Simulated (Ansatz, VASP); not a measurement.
## LuGe3O in VASP and in Ansatz

The input INCAR:

```
SYSTEM = LuGe3O
  PREC = Accurate
  ENCUT = 600
  EDIFF = 1E-7
  ISMEAR = 0
  SIGMA = 0.1
  LREAL = .FALSE.
  LASPH = .TRUE.
  NELM = 100
  ALGO = Normal
  ISIF = 3
  LWAVE = .FALSE.
  LCHARG = .FALSE.
  GGA = PE
  IBRION = 2
  NSW = 90
  EDIFFG = -0.04
```

File KPOINTS:

```
Automatic mesh
0
G
  4 4 4
  0 0 0
```

File POSCAR:

```
LuGe3O
1.0
    4.0229439300      0.0000000000      0.0000000000
    0.0000000000      4.0229439300      0.0000000000
    0.0000000000      0.0000000000      5.4199697700
Lu Ge O
1 3 1
Direct
    0.5000000000      0.5000000000      0.7217770800
    0.5000000000      0.0000000000      0.2377544000
    0.0000000000      0.5000000000      0.2377544000
    0.0000000000      0.0000000000      0.5922929600
    0.0000000000      0.0000000000      0.0108211200
```

Input for Ansatz:

```yaml
crystal:
  lattice:
    - [4.02294393, 0.0, 0.0]
    - [0.0, 4.02294393, 0.0]
    - [0.0, 0.0, 5.41996977]
  atoms:
    - { symbol: Lu, position: [0.5, 0.5, 0.72177708] }
    - { symbol: Ge, position: [0.5, 0.0, 0.2377544] }
    - { symbol: Ge, position: [0.0, 0.5, 0.2377544] }
    - { symbol: Ge, position: [0.0, 0.0, 0.59229296] }
    - { symbol: O, position: [0.0, 0.0, 0.01082112] }
basis:
  ecutwfc: 420
kpoints:
  mp_grid: { grid: [4, 4, 4] }
hamiltonian:
  xc: pbe
scf:
  occupations: { method: gaussian, width: 0.1 }
  lower_state_search: "off"
output:
  forces: true
  stress: true
  eigenvalues: true
relax:
  adjacent_minimum: "off"
  f_tol: 0.04
  max_steps: 70
  cell: { stress_tol: 0.4 }
```

Change from the starting cell: species swapped into the CeSiPt3 type (P4mm, No. 99).

Alike in both runs: task relaxation of cell and atoms; functional PBE; k mesh 4 × 4 × 4; occupations gaussian, width 0.1 eV; no spin polarisation.

|  | VASP | Ansatz |
| --- | --- | --- |
| version | VASP 6.6.1 | Ansatz 0.2.0 |
| potentials or method | VASP PAW PBE potentials, release 64 (Lu, Ge_d, O), cutoff 600 eV | scalar-relativistic, plane waves, PAW |
| valence electrons in the cell | 73 | 73 |

```tsv
	VASP	Ansatz	Ansatz less VASP
gap on the k mesh at the Fermi level, each at its own relaxed structure (eV)	none	none	-
relaxed volume (Å³/atom)	17.86	17.84	-0.028
relaxed cell length with the largest relative difference (Å)	4.308	4.320	+0.0122
```

A gap of «none» marks a metal or a gap that the smearing closes.

The k mesh is coarse, so the values compare programs but aren't converged. Spin-orbit coupling is off throughout.
